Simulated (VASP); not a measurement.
# GaAs (I-4m2) in VASP: further runs, part 2 of 2

VASP 6.6.1.

### Step 3. Electric field gradients, LDA (zz strain of -1 %)

INCAR

```
PREC     = Accurate       # precision mode
ENCUT    = 520            # plane-wave cutoff, eV
EDIFF    = 1E-8           # SCF threshold, eV
ISMEAR   = -1             # smearing method
SIGMA    = 0.05           # smearing width, eV
LREAL    = False          # projectors in reciprocal space
LASPH    = True           # aspherical terms in the spheres
NELM     = 60             # most SCF steps
ALGO     = Normal         # electronic algorithm
ISIF     = 2              # what is computed and relaxed
LWAVE    = False          # write WAVECAR
LCHARG   = False          # write CHGCAR
LEFG     = True         
NBANDS   = 16             # bands
```

KPOINTS

```
regular mesh
0
Gamma
  11 11 11
```

POSCAR

```
GaAs
1.0
    0.0000000000      2.8268500000      2.7985815000
    2.8268500000      0.0000000000      2.7985815000
    2.8268500000      2.8268500000      0.0000000000
Ga As
1 1
Direct
    0.0000000000      0.0000000000      0.0000000000
    0.7500000000      0.7500000000      0.7500000000
```

Potentials or basis: VASP PAW LDA potentials, release 64 (Ga_d, As).

Command:

```console
cat potpaw_LDA.64/Ga_d/POTCAR potpaw_LDA.64/As/POTCAR > POTCAR
mpirun -np 1 vasp_std > vasp.out
```

OUTCAR:

```text
PREC = Accurate
   ENCUT = 520
   EDIFF = 1E-8
   ISMEAR = -1
   LREAL = False
   LASPH = True
   NELM = 60
   ISIF = 2

 ion  position               nearest neighbor table
   1  0.000  0.000  0.000-   2 2.44   2 2.44   2 2.44   2 2.44
   2  0.750  0.750  0.750-   1 2.44   1 2.44   1 2.44   1 2.44

  LATTYP: Found a body centered tetragonal cell.
 ALAT       =     3.9977696088
 C/A-ratio  =     1.4000714267

  Lattice vectors:

 A1 = (   0.0000000000,  -2.8268500000,  -2.7985815000)
 A2 = (   0.0000000000,   2.8268500000,  -2.7985815000)
 A3 = (   2.8268500000,   0.0000000000,   2.7985815000)

Analysis of symmetry for initial positions (statically):
=====================================================================
 Subroutine PRICEL returns:
 Original cell was already a primitive cell.

 Routine SETGRP: Setting up the symmetry group for a
 body centered tetragonal supercell.

 Subroutine GETGRP returns: Found  8 space group operations
 (whereof  8 operations were pure point group operations)
 out of a pool of 16 trial point group operations.

The static configuration has the point symmetry D_2d.

Analysis of symmetry for dynamics (positions and initial velocities):
=====================================================================
 Subroutine PRICEL returns:
 Original cell was already a primitive cell.

 Routine SETGRP: Setting up the symmetry group for a
 body centered tetragonal supercell.

 Subroutine GETGRP returns: Found  8 space group operations
 (whereof  8 operations were pure point group operations)
 out of a pool of 16 trial point group operations.

The dynamic configuration has the point symmetry D_2d.

[... 149 lines left out ...]
 cond. band min:       4.3036631653   @ k =   0.0000   0.0000   0.0000
 fundamental gap:      0.3691771154
 Fermi energy:         4.1429953799

 k-point     1 :       0.0000    0.0000    0.0000
  band No.  band energies     occupation
      1     -11.0498      2.00000
      2     -11.0498      2.00000
      3     -11.0474      2.00000
      4     -10.9691      2.00000
      5     -10.9678      2.00000
      6      -8.9400      2.00000
[... 433 lines left out ...]
      3     -11.0301      2.00000
      4     -10.9706      2.00000
      5     -10.9672      2.00000
      6      -7.9736      2.00000
[... 8 lines left out ...]
     15      14.0121      0.00000
     16      14.7549      0.00000

 [... further k-points ...]
[... 5 lines left out ...]
  --------------------------------------------------------------------------------------
  -------------------------------------------------------------------------------------
  Total       -0.3125726     -0.3125726     -0.1384323      0.0000000      0.0000000     -0.0000000
  in kB      -11.1966485    -11.1966485     -4.9587758      0.0000000      0.0000000     -0.0000000
  external PRESSURE =      -9.1173576 kB  Pullay stress =       0.0000000 kB

 VOLUME and BASIS-vectors are now :
 -----------------------------------------------------------------------------
  energy-cutoff  :      520.00
  volume of cell :       44.73
      direct lattice vectors                 reciprocal lattice vectors
     0.000000000  2.826850000  2.798581500    -0.176875321  0.176875321  0.178661940
     2.826850000  0.000000000  2.798581500     0.176875321 -0.176875321  0.178661940
     2.826850000  2.826850000  0.000000000     0.176875321  0.176875321 -0.178661940

 POSITION                                       TOTAL-FORCE (eV/Angst)
 -----------------------------------------------------------------------------------
      0.00000      0.00000      0.00000        -0.000000     -0.000000      0.000000
      4.24027      4.24027      4.19787         0.000000      0.000000     -0.000000
 -----------------------------------------------------------------------------------
    total drift:                                0.000000      0.000000      0.000001

  FREE ENERGIE OF THE ION-ELECTRON SYSTEM (eV)
  ---------------------------------------------------
  free  energy   TOTEN  =        -9.6396934072 eV

  energy  without entropy=       -9.6396616850  energy(sigma->0) =       -9.63967755

 Electric field gradients (V/A^2)
---------------------------------------------------------------------
 ion       V_xx      V_yy      V_zz      V_xy      V_xz      V_yz
---------------------------------------------------------------------
   1      -0.831    -0.831     1.662    -0.003    -0.004    -0.004
   2       1.188     1.188    -2.375     0.000     0.000     0.000
---------------------------------------------------------------------

 Electric field gradients after diagonalization (V/A^2)
 (convention: |V_zz| > |V_xx| > |V_yy|)
----------------------------------------------------------------------
 ion       V_xx      V_yy      V_zz     asymmetry (V_yy - V_xx)/ V_zz
----------------------------------------------------------------------
   1      -0.834    -0.828     1.662       0.003
   2       1.188     1.187    -2.375       0.000
----------------------------------------------------------------------

           NMR quadrupolar parameters

 Cq : quadrupolar parameter    Cq=e*Q*V_zz/h
 eta: asymmetry parameters     (V_yy - V_xx)/ V_zz
 Q  : nuclear electric quadrupole moment in mb (millibarn)
----------------------------------------------------------------------
 ion       Cq(MHz)       eta       Q (mb)
----------------------------------------------------------------------
   1       0.004       0.003       1.000
   2      -0.006       0.000       1.000
----------------------------------------------------------------------
```

OSZICAR:

```text
N       E                     dE             d eps       ncg     rms          rms(c)
DAV:   1     0.835446398971E+02    0.83545E+02   -0.89515E+03  4112   0.154E+03
DAV:   2    -0.309249882683E+01   -0.86637E+02   -0.82627E+02  4680   0.314E+02
DAV:   3    -0.976525851452E+01   -0.66728E+01   -0.66523E+01  4912   0.673E+01
DAV:   4    -0.986696254131E+01   -0.10170E+00   -0.10169E+00  4960   0.922E+00
DAV:   5    -0.986846911431E+01   -0.15066E-02   -0.15066E-02  5120   0.102E+00    0.302E+00
DAV:   6    -0.968393347189E+01    0.18454E+00   -0.21646E-01  6296   0.817E+00    0.177E+00
DAV:   7    -0.964294095151E+01    0.40993E-01   -0.62526E-02  5816   0.185E+00    0.521E-01
DAV:   8    -0.963970968195E+01    0.32313E-02   -0.88044E-03  4824   0.103E+00    0.106E-01
DAV:   9    -0.963968278137E+01    0.26901E-04   -0.67222E-04  5088   0.320E-01    0.409E-02
DAV:  10    -0.963968866085E+01   -0.58795E-05   -0.40498E-05  6128   0.668E-02    0.215E-02
DAV:  11    -0.963969353565E+01   -0.48748E-05   -0.68999E-06  4728   0.402E-02    0.257E-03
DAV:  12    -0.963969340530E+01    0.13035E-06   -0.52898E-07  5760   0.106E-02    0.200E-03
DAV:  13    -0.963969340722E+01   -0.19122E-08   -0.76970E-08  5344   0.217E-03
   1 F= -.96396934E+01 E0= -.96396775E+01  d E =-.317222E-04
```

stdout:

```text
POSCAR found type information on POSCAR GaAs
 POSCAR found :  2 types and       2 ions
 scaLAPACK will be used
 LDA part: xc-table for (Slater(with rela. corr.)+CA(PZ))
 , standard interpolation
 POSCAR, INCAR and KPOINTS ok, starting setup
 FFT: planning ... GRIDC
 FFT: planning ... GRID_SOFT
 FFT: planning ... GRID
 WAVECAR not read
 entering main loop
ion   1

ion   2
```

Run time: 50 s. Hardware: 1 thread of Intel Xeon Platinum 8488C (Sapphire Rapids), shared host; peak memory 0.22 GiB.

What came out:

```yaml
Free_energy: -9.6397 eV
Pressure: -0.9 GPa
Band_gap_on_the_k_mesh: 0.37 eV
Largest_electric_field_gradient_by_atom: Ga +1.7; As -2.4 V/Å²
```

Electric field gradients, principal values (V/Å²):
```csv
atom,least,middle,greatest (by size)
1 Ga,-0.828,-0.834,1.662
2 As,1.187,1.188,-2.375
```

Caveat: the cell differs from its parent crystal (zz strain of -1 %); without QUAD_EFG the Cq values of the log hold for a quadrupole moment of 1 mb, not for the nuclei.

### Step 4. Electric field gradients, LDA (zz strain of +1 %)

INCAR

```
SYSTEM = GaAs
PREC = Accurate
ENCUT = 520
EDIFF = 1E-8
ISMEAR = -1
SIGMA = 0.05
LREAL = .FALSE.
LASPH = .TRUE.
NELM = 80
ALGO = Normal
ISIF = 2
LWAVE = .FALSE.
LCHARG = .FALSE.
GGA = CA
LEFG = .TRUE.
NBANDS = 16
```

KPOINTS

```
regular mesh
0
G
  11 11 11
  0 0 0
```

POSCAR

```
GaAs
1.0
    0.0000000000      2.8268500000      2.8551185000
    2.8268500000      0.0000000000      2.8551185000
    2.8268500000      2.8268500000      0.0000000000
Ga As
1 1
Direct
    0.0000000000      0.0000000000      0.0000000000
    0.7500000000      0.7500000000      0.7500000000
```

Potentials or basis: VASP PAW LDA potentials, release 64 (Ga_d, As).

Command:

```console
cat potpaw_LDA.64/Ga_d/POTCAR potpaw_LDA.64/As/POTCAR > POTCAR
mpirun -np 1 vasp_std > vasp.out
```

OUTCAR:

```text
SYSTEM = GaAs
   PREC = Accurate
   ENCUT = 520
   EDIFF = 1E-8
   ISMEAR = -1
   LREAL = .FALSE.
   LASPH = .TRUE.
   NELM = 80
   ISIF = 2
   GGA = CA

 ion  position               nearest neighbor table
   1  0.000  0.000  0.000-   2 2.46   2 2.46   2 2.46   2 2.46
   2  0.750  0.750  0.750-   1 2.46   1 2.46   1 2.46   1 2.46

  LATTYP: Found a body centered tetragonal cell.
 ALAT       =     3.9977696088
 C/A-ratio  =     1.4283556980

  Lattice vectors:

 A1 = (  -2.8268500000,   0.0000000000,   2.8551185000)
 A2 = (   2.8268500000,   0.0000000000,   2.8551185000)
 A3 = (   0.0000000000,   2.8268500000,  -2.8551185000)

Analysis of symmetry for initial positions (statically):
=====================================================================
 Subroutine PRICEL returns:
 Original cell was already a primitive cell.

 Routine SETGRP: Setting up the symmetry group for a
 body centered tetragonal supercell.

[... 646 lines left out ...]
     0.000000000  2.826850000  2.855118500    -0.176875321  0.176875321  0.175124080
     2.826850000  0.000000000  2.855118500     0.176875321 -0.176875321  0.175124080
     2.826850000  2.826850000  0.000000000     0.176875321  0.176875321 -0.175124080

 POSITION                                       TOTAL-FORCE (eV/Angst)
 -----------------------------------------------------------------------------------
      0.00000      0.00000      0.00000         0.000000      0.000000     -0.000000
      4.24027      4.24027      4.28268        -0.000000     -0.000000      0.000000
 -----------------------------------------------------------------------------------
    total drift:                                0.000000      0.000000      0.000000

  FREE ENERGIE OF THE ION-ELECTRON SYSTEM (eV)
  ---------------------------------------------------
  free  energy   TOTEN  =        -9.6307576550 eV

  energy  without entropy=       -9.6306594309  energy(sigma->0) =       -9.63070854

 Electric field gradients (V/A^2)
---------------------------------------------------------------------
 ion       V_xx      V_yy      V_zz      V_xy      V_xz      V_yz
---------------------------------------------------------------------
   1       0.807     0.807    -1.615    -0.003    -0.002    -0.002
   2      -1.181    -1.181     2.363     0.000     0.000     0.000
---------------------------------------------------------------------

 Electric field gradients after diagonalization (V/A^2)
 (convention: |V_zz| > |V_xx| > |V_yy|)
----------------------------------------------------------------------
 ion       V_xx      V_yy      V_zz     asymmetry (V_yy - V_xx)/ V_zz
----------------------------------------------------------------------
   1       0.811     0.804    -1.615       0.004
   2      -1.182    -1.181     2.363       0.000
----------------------------------------------------------------------

           NMR quadrupolar parameters

 Cq : quadrupolar parameter    Cq=e*Q*V_zz/h
 eta: asymmetry parameters     (V_yy - V_xx)/ V_zz
 Q  : nuclear electric quadrupole moment in mb (millibarn)
----------------------------------------------------------------------
 ion       Cq(MHz)       eta       Q (mb)
----------------------------------------------------------------------
   1      -0.004       0.004       1.000
   2       0.006       0.000       1.000
----------------------------------------------------------------------
```

OSZICAR:

```text
N       E                     dE             d eps       ncg     rms          rms(c)
DAV:   1     0.820033192734E+02    0.82003E+02   -0.89394E+03  4168   0.153E+03
DAV:   2    -0.316710180735E+01   -0.85170E+02   -0.81187E+02  4632   0.312E+02
DAV:   3    -0.975003231167E+01   -0.65829E+01   -0.65622E+01  4952   0.666E+01
DAV:   4    -0.985121287218E+01   -0.10118E+00   -0.10117E+00  4992   0.913E+00
DAV:   5    -0.985259026293E+01   -0.13774E-02   -0.13774E-02  5144   0.960E-01    0.295E+00
DAV:   6    -0.967307635762E+01    0.17951E+00   -0.21484E-01  6288   0.798E+00    0.172E+00
DAV:   7    -0.963404374042E+01    0.39033E-01   -0.59498E-02  5832   0.178E+00    0.519E-01
DAV:   8    -0.963076760745E+01    0.32761E-02   -0.85374E-03  4952   0.101E+00    0.987E-02
DAV:   9    -0.963074634659E+01    0.21261E-04   -0.66091E-04  5000   0.324E-01    0.416E-02
DAV:  10    -0.963075284143E+01   -0.64948E-05   -0.38596E-05  6120   0.613E-02    0.218E-02
DAV:  11    -0.963075777735E+01   -0.49359E-05   -0.68030E-06  4704   0.402E-02    0.235E-03
DAV:  12    -0.963075765337E+01    0.12399E-06   -0.50187E-07  5664   0.102E-02    0.190E-03
DAV:  13    -0.963075765503E+01   -0.16566E-08   -0.78054E-08  5344   0.208E-03
   1 F= -.96307577E+01 E0= -.96307085E+01  d E =-.982242E-04
```

stdout:

```text
POSCAR found type information on POSCAR GaAs
 POSCAR found :  2 types and       2 ions
 scaLAPACK will be used
 LDA part: xc-table for (Slater(with rela. corr.)+CA(PZ))
 , standard interpolation
 POSCAR, INCAR and KPOINTS ok, starting setup
 FFT: planning ... GRIDC
 FFT: planning ... GRID_SOFT
 FFT: planning ... GRID
 WAVECAR not read
 entering main loop
ion   1

ion   2
```

Wall time 50 s (1 thread of Intel Xeon Platinum 8488C (Sapphire Rapids), shared host); peak memory 0.22 GiB.

What came out:

| Quantity | Value |
| --- | --- |
| Free energy | -9.6308 eV |
| Pressure | -2.2 GPa |
| Band gap on the k mesh | 0.24 eV |
| Largest electric field gradient by atom | Ga -1.6; As +2.4 V/Å² |

Stress tensor (GPa, compression positive):
```
-2.03  0.00  0.00
 0.00 -2.03  0.00
 0.00  0.00 -2.66
```

Levels at points of the mesh, in eV from the valence-band top:
| k point | band 6 | band 7 | band 8 | band 9 | band 10 | band 11 | band 12 | band 13 |
| --- | --- | --- | --- | --- | --- | --- | --- | --- |
| (0.00, 0.00, 0.00) | -12.71 | -0.06 | 0.00 | 0.00 | 0.24 | 3.64 | 3.64 | 3.67 |

Electric field gradients, principal values (V/Å²):
| atom | least | middle | greatest (by size) |
| --- | --- | --- | --- |
| 1 Ga | 0.804 | 0.811 | -1.615 |
| 2 As | -1.181 | -1.182 | 2.363 |

Caveat: the cell differs from its parent crystal (zz strain of +1 %); without QUAD_EFG the Cq values of the log hold for a quadrupole moment of 1 mb, not for the nuclei.
